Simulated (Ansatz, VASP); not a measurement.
## ZnS in VASP and in Ansatz

```
Zn S
1.0
     0.00000    2.47816    3.22161
     2.47816    0.00000    3.22161
     2.47816    2.47816    0.00000
Zn S
1 1
Direct
  0.00000 0.00000 0.00000
  0.75000 0.75000 0.75000
```

Alike in both runs: task single point; functional r2SCAN; k mesh 8 × 8 × 8; occupations gaussian, width 0.05 eV; no spin polarisation.

```csv
,VASP,Ansatz
version,VASP 6.6.1,Ansatz 0.2.0
potentials or method,"VASP PAW PBE potentials, release 64 (Zn, S), cutoff 520 eV","scalar-relativistic, plane waves, PAW"
valence electrons in the cell,18,18
```

|  | VASP | Ansatz | Ansatz less VASP |
| --- | --- | --- | --- |
| gap on the k mesh at the Fermi level (eV) | 1.71 | 1.71 | -0.006 |
| least direct gap on the mesh (eV) | 1.71 | 1.71 | -0.006 |
| pressure (GPa) | -2.1 | -2.2 | -0.03 |
| traceless stress, the component that is largest in VASP (GPa) | -12.11 | -12.11 | +0.003 |

VASP's potentials were made for PBE, not for r2SCAN.
